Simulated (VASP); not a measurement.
# Fe (Im-3m) in VASP: notebook

The runs below take Fe through single point, with PBE, LDA, BLYP+D3(BJ).

Program: VASP 6.6.1. These are calculated values, not measurements. Logs are shortened: lines on timing, memory, paths and dates and some standing lists are left out, and cuts for length are marked.

## Step 1: The cell of the first run

The structure is cubic, space group Im-3m (No. 229). The conventional cell has a = 2.905 Å, b = 2.905 Å, c = 2.905 Å, α = 90.00°, β = 90.00°, γ = 90.00°. Within 3.3 Å of Fe (site symmetry m-3m) lie 14 Fe at 2.52 to 2.91 Å.

## Step 2: Single point, PBE, collinear spin, ferromagnetic start

Input file INCAR:

```
ALGO = Normal ; EDIFF = 1E-7
ENCUT = 520 ; GGA = PE
ISIF = 2 ; ISMEAR = -1
ISPIN = 2 ; LASPH = True
LCHARG = False ; LMAXMIX = 4
LORBIT = 11 ; LREAL = False
LWAVE = False ; MAGMOM = 3
NBANDS = 14 ; NELM = 150
PREC = Accurate ; SIGMA = 0.05
```

Input file KPOINTS:

```
k-points
0
Gamma
  13 13 13
```

Input file POSCAR:

```
Fe
1.0
   -1.4525565699      1.4525565699      1.4525565699
    1.4525565699     -1.4525565699      1.4525565699
    1.4525565699      1.4525565699     -1.4525565699
Fe
1
Direct
    0.0000000000      0.0000000000      0.0000000000
```

Potentials or basis: VASP PAW PBE potentials, release 64 (Fe).

Command:

```console
$ cat potpaw_PBE.64/Fe/POTCAR > POTCAR
$ mpirun -np 1 vasp_std > vasp.out
```

OUTCAR:

```text
EDIFF = 1E-7
   ENCUT = 520
   GGA = PE
   ISIF = 2
   ISMEAR = -1
   ISPIN = 2
   LASPH = True
   LORBIT = 11
   LREAL = False
   NELM = 150
   PREC = Accurate

 ion  position               nearest neighbor table
   1  0.000  0.000  0.000-

  LATTYP: Found a body centered cubic cell.
 ALAT       =     2.9051131398

  Lattice vectors:

 A1 = (  -1.4525565699,   1.4525565699,   1.4525565699)
 A2 = (   1.4525565699,  -1.4525565699,   1.4525565699)
 A3 = (   1.4525565699,   1.4525565699,  -1.4525565699)

Analysis of symmetry for initial positions (statically):
=====================================================================
 Subroutine PRICEL returns:
 Original cell was already a primitive cell.

 Routine SETGRP: Setting up the symmetry group for a
 body centered cubic supercell.

 Subroutine GETGRP returns: Found 48 space group operations
 (whereof 48 operations were pure point group operations)
 out of a pool of 48 trial point group operations.

The static configuration has the point symmetry O_h .

Analysis of symmetry for dynamics (positions and initial velocities):
=====================================================================
 Subroutine PRICEL returns:
 Original cell was already a primitive cell.

 Routine SETGRP: Setting up the symmetry group for a
 body centered cubic supercell.

 Subroutine GETGRP returns: Found 48 space group operations
 (whereof 48 operations were pure point group operations)
 out of a pool of 48 trial point group operations.

The dynamic configuration has the point symmetry O_h .

Analysis of structural, dynamic, and magnetic symmetry:
=====================================================================
 Subroutine PRICEL returns:
 Original cell was already a primitive cell.

 Routine SETGRP: Setting up the symmetry group for a
 body centered cubic supercell.

 Subroutine GETGRP returns: Found 48 space group operations
 (whereof 48 operations were pure point group operations)
 out of a pool of 48 trial point group operations.

The overall configuration has the point symmetry O_h .

 Subroutine INISYM returns: Found 48 space group operations
 (whereof 48 operations are pure point group operations),
 and found     1 'primitive' translations

----------------------------------------------------------------------------------------

                                     Primitive cell

  volume of cell :      12.2591

  direct lattice vectors                    reciprocal lattice vectors
    -1.452556570  1.452556570  1.452556570     0.000000000  0.344220673  0.344220673
     1.452556570 -1.452556570  1.452556570     0.344220673  0.000000000  0.344220673
     1.452556570  1.452556570 -1.452556570     0.344220673  0.344220673  0.000000000

  length of vectors
     2.515901780  2.515901780  2.515901780     0.486801544  0.486801544  0.486801544

  position of ions in fractional coordinates (direct lattice)
     0.000000000  0.000000000  0.000000000

  ion indices of the primitive-cell ions
   primitive index   ion index
                 1           1

----------------------------------------------------------------------------------------

 KPOINTS: k-points

Automatic generation of k-mesh.
 Grid dimensions read from file:
 generate k-points for:   13   13   13

 Generating k-lattice:

  Cartesian coordinates                     Fractional coordinates (reciprocal lattice)
     0.000000000  0.026478513  0.026478513     0.076923077  0.000000000  0.000000000
     0.026478513  0.000000000  0.026478513     0.000000000  0.076923077  0.000000000
     0.026478513  0.026478513  0.000000000     0.000000000  0.000000000  0.076923077

  Length of vectors
     0.037446273  0.037446273  0.037446273

  Shift w.r.t. Gamma in fractional coordinates (k-lattice)
     0.000000000  0.000000000  0.000000000

 Subroutine IBZKPT returns following result:
 ===========================================

 Found     84 irreducible k-points:

 Following reciprocal coordinates:
            Coordinates               Weight
  0.000000  0.000000  0.000000      1.000000
  0.076923  0.000000  0.000000     12.000000
  0.153846  0.000000  0.000000     12.000000
  0.230769  0.000000  0.000000     12.000000
  0.307692  0.000000  0.000000     12.000000
  0.384615  0.000000  0.000000     12.000000
[... 16 lines left out ...]
  0.153846  0.076923  0.076923     24.000000
  0.230769  0.076923  0.076923     24.000000
 [... further k-points ...]
   k-points           NKPTS =     84   k-points in BZ     NKDIM =     84   number of bands    NBANDS=     14
   number of dos      NEDOS =    301   number of ions     NIONS =      1
   total plane-waves  NPLWV =   8000
   dimension x,y,z NGX =    20 NGY =   20 NGZ =   20
   dimension x,y,z NGXF=    40 NGYF=   40 NGZF=   40
   ions per type =               1
   NGX,Y,Z   is equivalent  to a cutoff of  13.22, 13.22, 13.22 a.u.
   NGXF,Y,Z  is equivalent  to a cutoff of  26.43, 26.43, 26.43 a.u.
 SYSTEM =  unknown system
[... 76 lines left out ...]
     10      33.9744      0.00000
     11      33.9744      0.00000
     12      35.8461      0.00000
     13      35.8461      0.00000
     14      35.8461      0.00000

 k-point     2 :       0.0769    0.0000    0.0000
  band No.  band energies     occupation
      1      -2.6860      1.00000
      2       2.8114      1.00000
      3       2.8651      1.00000
      4       2.9868      1.00000
      5       3.9067      1.00000
      6       3.9672      1.00000
      7      27.7523      0.00000
      8      28.9492      0.00000
      9      29.1306      0.00000
     10      33.0501      0.00000
     11      33.1381      0.00000
     12      33.3735      0.00000
     13      35.0255      0.00000
     14      36.5232      0.00000
[... 343 lines left out ...]
      1      -0.6345      1.00000
      2       2.3567      1.00000
      3       2.4455      1.00000
      4       3.8698      1.00000
      5       3.9861      1.00000
      6       4.2928      1.00000
      7      21.1517      0.00000
      8      22.9499      0.00000
      9      24.8971      0.00000
     10      31.0635      0.00000
     11      34.9717      0.00000
     12      35.3406      0.00000
     13      37.4516      0.00000
     14      38.4105      0.00000

 k-point    24 :       0.2308    0.0769    0.0769
  band No.  band energies     occupation
      1       0.3438      1.00000
      2       2.1407      1.00000
      3       2.5079      1.00000
      4       3.9187      1.00000
      5       4.0530      1.00000
      6       5.0651      0.36833
      7      17.7337      0.00000
      8      21.7878      0.00000
      9      23.2819      0.00000
     10      30.8578      0.00000
     11      34.4061      0.00000
     12      36.7264      0.00000
     13      38.5302      0.00000
     14      41.7157      0.00000

 [... further k-points ...]

 spin component 2

 k-point     1 :       0.0000    0.0000    0.0000
  band No.  band energies     occupation
      1      -2.7664      1.00000
      2       4.9719      0.79015
      3       4.9720      0.78978
      4       4.9720      0.78975
      5       6.8277      0.00000
      6       6.8279      0.00000
      7      29.0534      0.00000
      8      29.0534      0.00000
      9      29.0534      0.00000
     10      34.1098      0.00000
     11      34.1098      0.00000
     12      36.5378      0.00000
     13      36.5378      0.00000
     14      36.5378      0.00000

 k-point     2 :       0.0769    0.0000    0.0000
  band No.  band energies     occupation
      1      -2.5349      1.00000
      2       4.8994      0.94131
      3       4.9575      0.83393
      4       5.1015      0.21996
      5       6.7510      0.00000
      6       6.8333      0.00000
      7      27.7060      0.00000
      8      28.7338      0.00000
      9      28.9341      0.00000
     10      33.3658      0.00000
     11      34.0350      0.00000
     12      34.1590      0.00000
     13      35.2017      0.00000
     14      37.1239      0.00000
[... 343 lines left out ...]
      1      -0.4134      1.00000
      2       4.3264      1.00000
      3       4.4051      1.00000
      4       6.4790      0.00000
      5       6.6401      0.00000
      6       6.8395      0.00000
      7      21.6899      0.00000
      8      23.3098      0.00000
      9      25.6843      0.00000
     10      30.8722      0.00000
     11      35.5559      0.00000
     12      35.6406      0.00000
     13      37.8209      0.00000
     14      38.9699      0.00000

 k-point    24 :       0.2308    0.0769    0.0769
  band No.  band energies     occupation
      1       0.7894      1.00000
      2       4.0532      1.00000
      3       4.2442      1.00000
      4       6.6508      0.00000
      5       6.9396      0.00000
      6       7.2191      0.00000
      7      18.4939      0.00000
      8      22.1612      0.00000
      9      24.0029      0.00000
     10      30.8613      0.00000
     11      34.9760      0.00000
     12      36.9623      0.00000
     13      38.8188      0.00000
     14      42.2014      0.00000

 [... further k-points ...]
[... 5 lines left out ...]
  --------------------------------------------------------------------------------------
  -------------------------------------------------------------------------------------
  Total       -0.8390842     -0.8390842     -0.8390842      0.0000000      0.0000000      0.0000000
  in kB     -109.6622064   -109.6622064   -109.6622064      0.0000000      0.0000000      0.0000000
  external PRESSURE =    -109.6622064 kB  Pullay stress =       0.0000000 kB

 VOLUME and BASIS-vectors are now :
 -----------------------------------------------------------------------------
  energy-cutoff  :      520.00
  volume of cell :       12.26
      direct lattice vectors                 reciprocal lattice vectors
    -1.452556570  1.452556570  1.452556570     0.000000000  0.344220673  0.344220673
     1.452556570 -1.452556570  1.452556570     0.344220673  0.000000000  0.344220673
     1.452556570  1.452556570 -1.452556570     0.344220673  0.344220673  0.000000000

 POSITION                                       TOTAL-FORCE (eV/Angst)
 -----------------------------------------------------------------------------------
      0.00000      0.00000      0.00000        -0.000000      0.000000     -0.000000
 -----------------------------------------------------------------------------------
    total drift:                                0.000000     -0.000000      0.000000

  FREE ENERGIE OF THE ION-ELECTRON SYSTEM (eV)
  ---------------------------------------------------
  free  energy   TOTEN  =        -8.2063165210 eV

  energy  without entropy=       -8.1960476592  energy(sigma->0) =       -8.20118209

 total charge

# of ion       s       p       d       tot
------------------------------------------
    1        0.456   0.476   6.189   7.122

 magnetization (x)

# of ion       s       p       d       tot
------------------------------------------
    1       -0.014  -0.057   2.439   2.368
```

It took 20 s on 1 thread of AMD EPYC 9R45 (Zen 5), shared host; peak memory 0.11 GiB.

Results:

* Free energy: -8.2063 eV
* Pressure: -11.0 GPa
* Net moment: 2.36 μB per cell
* Site moments: Fe +2.37 μB
* Valence electrons inside the program's atomic spheres: Fe 7.12

## Step 3: Single point, LDA, collinear spin, ferromagnetic start

This run uses another cell than the first one, of 12.50 Å³/atom, 1.020 times its volume.

Input file INCAR:

```
PREC = Accurate
ENCUT = 520
EDIFF = 1E-6
ISMEAR = -1
SIGMA = 0.05
LREAL = F
LASPH = T
NELM = 150
ALGO = Normal
ISIF = 2
LWAVE = F
LCHARG = F
ISPIN = 2
MAGMOM = 3
LORBIT = 11
LMAXMIX = 4
NBANDS = 14
```

Input file KPOINTS:

```
Automatic mesh
0
Gamma
  13 13 13
```

Input file POSCAR:

```
Fe
1.0
   -1.4619890197      1.4619890197      1.4619890197
    1.4619890197     -1.4619890197      1.4619890197
    1.4619890197      1.4619890197     -1.4619890197
Fe
1
Direct
    0.0000000000      0.0000000000      0.0000000000
```

Potentials or basis: VASP PAW LDA potentials, release 64 (Fe).

Command:

```console
$ cat potpaw_LDA.64/Fe/POTCAR > POTCAR
$ mpirun -np 1 vasp_std > vasp.out
```

Run time: 17 s. Hardware: 1 thread of AMD EPYC 9R45 (Zen 5), shared host; peak memory 0.1 GiB.

The run converged. Its results:

* Free energy: -8.9848 eV
* Pressure: -29.7 GPa
* Net moment: 2.28 μB per cell
* Site moments: Fe +2.26 μB
* Valence electrons inside the program's atomic spheres: Fe 7.10

Levels at points of the mesh, in eV from the Fermi level:
Spin up:
| k point | band 3 | band 4 | band 5 | band 6 | band 7 | band 8 |
| --- | --- | --- | --- | --- | --- | --- |
| (0.00, 0.00, 0.00) | -2.09 | -2.09 | -0.92 | -0.92 | 23.97 | 23.97 |
Spin down:
```
           k point  band 1  band 2  band 3  band 4  band 5  band 6  band 7  band 8
(0.00, 0.00, 0.00)   -7.59   -0.21   -0.21   -0.21    1.42    1.42   24.09   24.09
```

## Step 4: Single point, PBE, collinear spin, ferromagnetic start

This run uses another cell than the first one, of 12.50 Å³/atom, 1.020 times its volume.

Input file INCAR:

```
PREC     = Accurate       # precision mode
ENCUT    = 520            # plane-wave cutoff, eV
EDIFF    = 1E-7           # SCF threshold, eV
ISMEAR   = -1             # smearing method
SIGMA    = 0.05           # smearing width, eV
LREAL    = False          # projectors in reciprocal space
LASPH    = True           # aspherical terms in the spheres
NELM     = 150            # most SCF steps
ALGO     = Fast           # electronic algorithm
ISIF     = 2              # what is computed and relaxed
LWAVE    = False          # write WAVECAR
LCHARG   = False          # write CHGCAR
ISPIN    = 2              # spin polarisation
MAGMOM   = 3              # initial moments
LORBIT   = 11             # projections on sites
LMAXMIX  = 4              # l up to which the mixer works
GGA      = PE             # functional
NBANDS   = 14             # bands
```

Input file KPOINTS:

```
regular mesh
0
Gamma
  13 13 13
```

POSCAR is that of step 3.

Potentials or basis: VASP PAW PBE potentials, release 64 (Fe).

Command:

```console
$ cat potpaw_PBE.64/Fe/POTCAR > POTCAR
$ mpirun -np 1 vasp_std > vasp.out
```

Run time: 22 s. Hardware: 1 thread of AMD EPYC 9R45 (Zen 5), shared host; peak memory 0.11 GiB.

It converged, with:

```
Free energy                                           : -8.1888 eV
Pressure                                              : -12.4 GPa
Net moment                                            : 2.44 μB per cell
Site moments                                          : Fe +2.46 μB
Valence electrons inside the program's atomic spheres : Fe 7.09
```

Levels at points of the mesh, in eV from the Fermi level:
Spin up:
| k point | band 2 | band 3 | band 4 | band 5 | band 6 | band 7 | band 8 | band 9 |
| --- | --- | --- | --- | --- | --- | --- | --- | --- |
| (0.00, 0.00, 0.00) | -2.17 | -2.17 | -2.17 | -1.09 | -1.09 | 24.12 | 24.12 | 24.12 |
Spin down:
```csv
k point,band 1,band 2,band 3,band 4,band 5,band 6,band 7
"(0.00, 0.00, 0.00)",-7.70,0.04,0.04,0.04,1.83,1.83,23.81
```

## Step 5: Single point, PBE, collinear spin, ferromagnetic start

This run uses another cell than the first one, of 12.74 Å³/atom, 1.039 times its volume.

Input file INCAR:

```
PREC = Accurate
ENCUT = 520
EDIFF = 1E-6
ISMEAR = -1
SIGMA = 0.05
LREAL = False
LASPH = True
NELM = 150
ALGO = Fast
ISIF = 2
LWAVE = False
LCHARG = False
ISPIN = 2
MAGMOM = 3
LORBIT = 11
LMAXMIX = 4
GGA = PE
NBANDS = 14
```

Input file KPOINTS:

```
Automatic mesh
0
Gamma
  13 13 13
```

Input file POSCAR:

```
Fe
1.0
   -1.4713013028      1.4713013028      1.4713013028
    1.4713013028     -1.4713013028      1.4713013028
    1.4713013028      1.4713013028     -1.4713013028
Fe
1
Direct
    0.0000000000      0.0000000000      0.0000000000
```

Command:

```console
$ cat potpaw_PBE.64/Fe/POTCAR > POTCAR
$ mpirun -np 1 vasp_std > vasp.out
```

Wall time 22 s (1 thread of AMD EPYC 9R45 (Zen 5), shared host); peak memory 0.11 GiB.

It converged, with:

```yaml
Free_energy: -8.1701 eV
Pressure: -12.9 GPa
Net_moment: 2.54 μB per cell
Site_moments: Fe +2.56 μB
Valence_electrons_inside_the_program's_atomic_spheres: Fe 7.06
```

Levels at points of the mesh, in eV from the Fermi level:
Spin up:
```tsv
k point	band 1	band 2	band 3	band 4	band 5	band 6	band 7	band 8	band 9	band 10
(0.00, 0.00, 0.00)	-7.79	-2.20	-2.20	-2.20	-1.13	-1.13	23.90	23.90	23.90	28.30
```
Spin down:
```
           k point  band 1  band 2  band 3  band 4  band 5  band 6  band 7
(0.00, 0.00, 0.00)   -7.62    0.12    0.12    0.12    1.84    1.84   23.58
```

## Step 6: Single point, BLYP+D3(BJ), collinear spin, ferromagnetic start

This run uses another cell than the first one, of 11.09 Å³/atom, 0.904 times its volume.

Input file INCAR:

```
PREC = Accurate
ENCUT = 520
EDIFF = 1E-7
ISMEAR = -1
SIGMA = 0.05
LREAL = F
LASPH = T
NELM = 150
ALGO = Normal
ISIF = 2
LWAVE = F
LCHARG = F
ISPIN = 2
MAGMOM = 3
LORBIT = 11
LMAXMIX = 4
GGA = B5
ALDAX = 1.0
AGGAX = 1.0
AGGAC = 1.0
ALDAC = 0.0
IVDW = 12
VDW_S6 = 1.0
VDW_S8 = 2.6996
VDW_A1 = 0.4298
VDW_A2 = 4.2359
NBANDS = 14
```

KPOINTS is that of step 5.

Input file POSCAR:

```
Fe
1.0
   -1.4046535323      1.4046535323      1.4046535323
    1.4046535323     -1.4046535323      1.4046535323
    1.4046535323      1.4046535323     -1.4046535323
Fe
1
Direct
    0.0000000000      0.0000000000      0.0000000000
```

Potentials or basis: VASP PAW PBE potentials, release 64 (Fe).

Command:

```console
$ cat potpaw_PBE.64/Fe/POTCAR > POTCAR
$ mpirun -np 1 vasp_std > vasp.out
```

Wall time 15 s (1 thread of Intel Xeon 6975P-C (Granite Rapids), shared host); peak memory 0.14 GiB.

It converged, with:

```
Free energy                                           : -7.9967 eV
Pressure                                              : 0.2 GPa
Net moment                                            : 2.08 μB per cell
Site moments                                          : Fe +2.07 μB
Valence electrons inside the program's atomic spheres : Fe 7.36
Dispersion energy per atom                            : -0.845 eV
```

Levels at points of the mesh, in eV from the Fermi level:
Spin up:
| k point | band 2 | band 3 | band 4 | band 5 | band 6 | band 7 | band 8 | band 9 |
| --- | --- | --- | --- | --- | --- | --- | --- | --- |
| (0.00, 0.00, 0.00) | -2.36 | -2.36 | -2.36 | -1.10 | -1.10 | 25.52 | 25.52 | 25.52 |
Spin down:
```csv
k point,band 1,band 2,band 3,band 4,band 5,band 6,band 7,band 8
"(0.00, 0.00, 0.00)",-8.29,-0.66,-0.66,-0.66,1.49,1.49,25.31,25.31
```

Caveat: the PAW data sets were made with another functional, which shifts forces and pressure a little; pairwise dispersion overbinds metals, which lowers pressure and volume.

## Step 7: Overview

| level | potentials or basis | cell | gap on the mesh (eV) | pressure (GPa) | moment (μB) |
| --- | --- | --- | --- | --- | --- |
| PBE | VASP PAW PBE potentials, release 64 (Fe) | a = 2.516 Å, angles 109.5°, 1 atom | none | -11.0 | 2.36 |
| LDA | VASP PAW LDA potentials, release 64 (Fe) | a = 2.532 Å, angles 109.5°, 1 atom | none | -29.7 | 2.28 |
| PBE | VASP PAW PBE potentials, release 64 (Fe) | a = 2.532 Å, angles 109.5°, 1 atom | none | -12.4 | 2.44 |
| PBE | VASP PAW PBE potentials, release 64 (Fe) | a = 2.548 Å, angles 109.5°, 1 atom | none | -12.9 | 2.54 |
| BLYP+D3(BJ) | VASP PAW PBE potentials, release 64 (Fe) | a = 2.433 Å, angles 109.5°, 1 atom | none | 0.2 | 2.08 |

Alike in all rows: task single point; spin collinear, ferromagnetic start; k mesh 13 × 13 × 13; cutoff (eV) 520; smearing fermi-dirac 0.05 eV.

Caveats: the PAW data sets were made with another functional, which shifts forces and pressure a little (some runs); pairwise dispersion overbinds metals, which lowers pressure and volume (some runs).

Absolute energies hang on the potentials; compare differences alone.
